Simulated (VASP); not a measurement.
A run of VASP 6.6.1:

Contents of INCAR:

```
SYSTEM = MgO
PREC = Accurate
ENCUT = 750
EDIFF = 1E-6
ISMEAR = -1
SIGMA = 0.05
LREAL = .False.
LASPH = .True.
NELM = 120
ALGO = Normal
ISIF = 2
LWAVE = .False.
LCHARG = .False.
GGA = CA
NBANDS = 24
GGA_COMPAT = .False.
```

File KPOINTS:

```
regular mesh
0
Gamma
  9 9 6
  0 0 0
```

The input POSCAR:

```
MgO
1.0
    3.3726620253      0.0000000000      0.0000000000
   -1.6863310127      2.9208109923      0.0000000000
    0.0000000000      0.0000000000      5.0806100433
Mg O
2 2
Direct
    0.6666666667      0.3333333333      0.5021597400
    0.3333333333      0.6666666667      0.0021597400
    0.6666666667      0.3333333333      0.9024402600
    0.3333333333      0.6666666667      0.4024402600
```

Potentials or basis: VASP PAW LDA potentials, release 64 (Mg_sv, O).

The run is started by

```sh
$ cat potpaw_LDA.64/Mg_sv/POTCAR potpaw_LDA.64/O/POTCAR > POTCAR
$ mpirun -np 1 vasp_std > vasp.out
```

Hardware: 1 thread of Intel(R) Xeon(R) Platinum 8375C CPU @ 2.90GHz (Ice Lake), on a shared host.

Task: How long does it take, and how much memory?

Result: Wall time 100 s on 1 thread of Intel(R) Xeon(R) Platinum 8375C CPU @ 2.90GHz (Ice Lake), with other jobs on the host, peak memory 0.21 GiB. Counts: scf iterations 13, k points 48.
